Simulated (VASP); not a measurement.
Wanted: the native input for a VASP 6.6.1 run.

```yaml
Task: single point
Functional: r2SCAN
Dispersion: D3(BJ)
Potentials_or_basis: VASP PAW PBE potentials, release 64 (Mg, O)
Cutoff: 660 eV
k_mesh: 8 × 8 × 8
Occupations: gaussian, width 0.01 eV
Spin: no spin polarisation
Dipole_correction: no
Further_INCAR_settings: ALGO = Normal; EDIFF = 1e-06; NBANDS = 11
```

The system is MgO (Periclase).

```xyz
2
Lattice="0.0000 2.1085 2.1085 2.1085 0.0000 2.1085 2.1085 2.1085 0.0000" Properties=species:S:1:pos:R:3 pbc="T T T"
Mg    0.0000    0.0000    0.0000
O     2.1085    2.1085    2.1085
```

One way to write it, as run:

POSCAR

```
MgO
1.0
    0.0000000000      2.1085000000      2.1085000000
    2.1085000000      0.0000000000      2.1085000000
    2.1085000000      2.1085000000      0.0000000000
Mg O
1 1
Direct
    0.0000000000      0.0000000000      0.0000000000
    0.5000000000      0.5000000000      0.5000000000
```

INCAR.step1

```
ALGO = Normal ; EDIFF = 1E-5
ENCUT = 660 ; GGA = PE
GGA_COMPAT = F ; ISMEAR = 0
LASPH = T ; LCHARG = F
LREAL = F ; LWAVE = T
NBANDS = 11 ; NELM = 120
PREC = Accurate ; SIGMA = 0.01
```

INCAR.step2

```
ALGO = Normal ; EDIFF = 1E-6
ENCUT = 660 ; GGA_COMPAT = F
ISIF = 2 ; ISMEAR = 0
ISTART = 1 ; IVDW = 12
LASPH = T ; LCHARG = F
LMIXTAU = T ; LREAL = F
LWAVE = F ; METAGGA = R2SCAN
NBANDS = 11 ; NELM = 120
PREC = Accurate ; SIGMA = 0.01
VDW_A1 = 0.49484001 ; VDW_A2 = 5.73083694
VDW_S6 = 1.0 ; VDW_S8 = 0.78981345
```

KPOINTS

```
k-points
0
Gamma
  8 8 8
```

Potentials or basis: VASP PAW PBE potentials, release 64 (Mg, O).

The run is started by

```bash
$ cat potpaw_PBE.64/Mg/POTCAR potpaw_PBE.64/O/POTCAR > POTCAR
$ cp INCAR.step1 INCAR
$ mpirun -np 1 vasp_std > vasp.out
$ cp INCAR.step2 INCAR
$ mpirun -np 1 vasp_std > vasp.out
```

Results of the run:

* Pressure: -5.3 GPa
* Band gap on the k mesh: 5.57 eV, direct
* Dispersion energy per atom: -0.139 eV

Caveat: three body term missing; the PAW data sets were made with another functional, which shifts forces and pressure a little.

Wall time 36 s on 1 thread of AMD EPYC 9R14 (Zen 4), on a shared host, peak memory 0.14 GiB.
